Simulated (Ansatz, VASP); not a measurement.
## SiB5: VASP beside Ansatz

```xyz
6
Lattice="2.8434 0.0000 0.0000 -1.4217 2.4625 0.0000 0.0000 0.0000 7.3292" Properties=species:S:1:pos:R:3 pbc="T T T"
Si    1.4217    0.8208    3.6646
B     0.0000    1.6417    0.9147
B     0.0000    1.6417    6.4145
B     1.4217    0.8208    5.6906
B     1.4217    0.8208    1.6386
B     1.4217    0.8208    0.0000
```

Alike in both runs: task single point; functional PBE; k mesh 6 × 6 × 4; occupations gaussian, width 0.1 eV; no spin polarisation.

|  | VASP | Ansatz |
| --- | --- | --- |
| version | VASP 6.6.1 | Ansatz 0.2.0 |
| potentials or method | VASP PAW PBE potentials, release 64 (Si, B), cutoff 500 eV | scalar-relativistic, plane waves, PAW |
| valence electrons in the cell | 19 | 19 |

|  | VASP | Ansatz | Ansatz less VASP |
| --- | --- | --- | --- |
| gap on the k mesh at the Fermi level (eV) | none | none | - |
| pressure (GPa) | -0.1 | -0.2 | -0.04 |
| traceless stress, the component that is largest in VASP (GPa) | 2.12 | 2.09 | -0.030 |
| rms of the force components (eV/Å) | 0.056 | 0.061 | +0.0051 |

Atom by atom the forces differ by 0.005 eV/Å (rms over components). A gap of «none» marks a metal or a gap that the smearing closes.

The k mesh is coarse, so the values compare programs but aren't converged.
